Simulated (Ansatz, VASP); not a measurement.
**InSb: VASP beside Ansatz**

```xyz
4
Lattice="5.0296 0.0000 0.0000 -2.5148 4.3557 0.0000 0.0000 0.0000 6.2058" Properties=species:S:1:pos:R:3 pbc="T T T"
In    0.0000    2.9038    1.5514
In    2.5148    1.4519    4.6543
Sb    2.5148    1.4519    1.5514
Sb    0.0000    2.9038    4.6543
```

Alike in both runs: task single point; functional PBE; k mesh 6 × 6 × 4; occupations methfessel-paxton of order 1, width 0.5 eV; no spin polarisation.

```csv
,VASP,Ansatz
version,VASP 6.6.1,Ansatz 0.2.0
potentials or method,"VASP PAW PBE potentials, release 64 (In_d, Sb)",plane waves
plane-wave cutoff (eV),500,420
valence electrons in the cell,36,56
```

|  | VASP | Ansatz | Ansatz less VASP |
| --- | --- | --- | --- |
| pressure (GPa) | 1.3 | 1.3 | 0.00 |
| traceless stress, the component that is largest in VASP (GPa) | -0.35 | -0.35 | +0.001 |

With one functional, cell and mesh, what is left measures potentials, basis and numerics. VASP's potentials hold 36 valence electrons a cell and Ansatz's 56, so a difference there can come from the potentials and not from the codes.

Neither program's run includes spin-orbit coupling.
